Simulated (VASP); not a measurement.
Runs of VASP 6.6.1 on C. It takes space group Fd-3m (No. 227, cubic). The conventional cell has a = 3.560 Å, b = 3.560 Å, c = 3.560 Å, α = 90.00°, β = 90.00°, γ = 90.00°. C (site symmetry -43m) has 4 C at 1.54 Å within 2.1 Å. 

```csv
level,k mesh,gap on the mesh (eV),pressure (GPa)
PBE,8 × 8 × 8,(b),4.9
PBE0,8 × 8 × 8,6.06,-5.0
PBE,12 × 12 × 12,4.17,4.9
r2SCAN,8 × 8 × 8,(a),1.1
```

Alike in all rows: no spin polarisation; cell as given; smearing gaussian 0.01 eV.

Q: Estimate the missing entries.

A: (a) 4.34; (b) 4.14.

Caveats: the cell stands under pressure (at least some runs); the PAW data sets were made with another functional, which shifts forces and pressure a little (at least some runs); the cell stands under tension (at least some runs).

A k mesh can miss the band edges.
